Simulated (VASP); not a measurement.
Input of a VASP 6.6.1 run:

INCAR

```
ALGO = Normal
EDIFF = 1E-6
ENCUT = 520
GGA = PE
ISIF = 2
ISMEAR = 0
ISPIN = 2
LASPH = True
LCHARG = False
LMAXMIX = 4
LORBIT = 11
LREAL = False
LWAVE = False
MAGMOM = 3 0 0 0 0 0 0 0 0 0
NBANDS = 45
NELM = 150
PREC = Accurate
SIGMA = 0.1
```

Contents of KPOINTS:

```
k-points
0
Gamma
  4 4 4
```

The input POSCAR:

```
CrCdC4N4
1.0
    6.0107936500      0.0000000000      0.0000000000
    0.0000000000      6.0107936500      0.0000000000
    0.0000000000      0.0000000000      6.0107936500
Cr Cd C N
1 1 4 4
Direct
    0.0000000000      0.0000000000      0.0000000000
    0.5000000000      0.5000000000      0.5000000000
    0.1861492700      0.1861492700      0.1861492700
    0.1861492700      0.8138507300      0.8138507300
    0.8138507300      0.1861492700      0.8138507300
    0.8138507300      0.8138507300      0.1861492700
    0.2985304000      0.2985304000      0.2985304000
    0.2985304000      0.7014696000      0.7014696000
    0.7014696000      0.2985304000      0.7014696000
    0.7014696000      0.7014696000      0.2985304000
```

Potentials or basis: VASP PAW PBE potentials, release 64 (Cr_pv, Cd, C, N).

Run with:

```bash
$ cat potpaw_PBE.64/Cr_pv/POTCAR potpaw_PBE.64/Cd/POTCAR potpaw_PBE.64/C/POTCAR potpaw_PBE.64/N/POTCAR > POTCAR
$ mpirun -np 1 vasp_std > vasp.out
```

(1) Predict the pressure.

(2) Estimate the site moments.

(3) Predict the net moment.

## Answers

(1) 5.3 GPa.

(2) Cr +2.94; Cd +0.01; C -0.04; N +0.12 μB.

(3) 4.00 μB per cell.

Caveat: the cell stands under pressure; a cell with one magnetic atom can't hold antiferromagnetic order, which such compounds often take.
